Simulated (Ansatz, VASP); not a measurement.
# ScSi5 in VASP and in Ansatz

```
Sc Si
1.0
     5.14363    0.00000    0.00000
     0.00000    5.14363    0.00000
     0.00000    0.00000    5.15757
Sc Si
1 5
Direct
  0.50000 0.50000 0.50000
  0.00000 0.27856 0.64250
  0.27856 0.00000 0.35750
  0.72144 0.00000 0.35750
  0.00000 0.72144 0.64250
  0.00000 0.00000 0.00000
```

Alike in both runs: functional PBE; k mesh 8 × 8 × 8; occupations gaussian, width 0.1 eV; no spin polarisation.

Ansatz relaxed the structure, and its values are those at the end. VASP's run is a single point on that final structure, the one shown.

```csv
,VASP,Ansatz
version,VASP 6.6.1,Ansatz 0.2.0
potentials or method,"VASP PAW PBE potentials, release 64 (Sc_sv, Si), cutoff 520 eV","scalar-relativistic, plane waves, PAW"
valence electrons in the cell,31,31
```

|  | VASP | Ansatz | Ansatz less VASP |
| --- | --- | --- | --- |
| gap on the k mesh at the Fermi level (eV) | none | none | - |
| pressure (GPa) | 0.0 | 0.0 | +0.04 |

A gap of «none» marks a metal or a gap that the smearing closes.
